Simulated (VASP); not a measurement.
A run of VASP 6.6.1:

File INCAR:

```
SYSTEM = Bi
ALGO = Normal ; EDIFF = 1E-6
ENCUT = 520 ; GGA = PE
ISIF = 2 ; ISMEAR = -1
LASPH = .TRUE. ; LCHARG = .FALSE.
LREAL = .FALSE. ; LWAVE = .FALSE.
NBANDS = 22 ; NELM = 60
PREC = Accurate ; SIGMA = 0.05
```

KPOINTS

```
k-points
0
G
  13 13 7
  0 0 0
```

Contents of POSCAR:

```
Bi
1.0
    3.4954122621      0.0000000000      0.0000000000
   -1.7477061310      3.0271158157      0.0000000000
    0.0000000000      0.0000000000      6.0123925398
Bi
2
Direct
    0.3333333333      0.6666666667      0.2500000000
    0.6666666667      0.3333333333      0.7500000000
```

Potentials or basis: VASP PAW PBE potentials, release 64 (Bi_d).

Launch:

```bash
$ cat potpaw_PBE.64/Bi_d/POTCAR > POTCAR
$ mpirun -np 1 vasp_std > vasp.out
```

Hardware: 1 thread of Intel Xeon 8259CL, with other jobs on the host.

**Question.** How long does it take, and how much memory?

**Answer.** Run time: 2.5 min on 1 thread of Intel Xeon 8259CL (shared host), peak memory 0.24 GiB. Counts: scf iterations 11, k points 84.
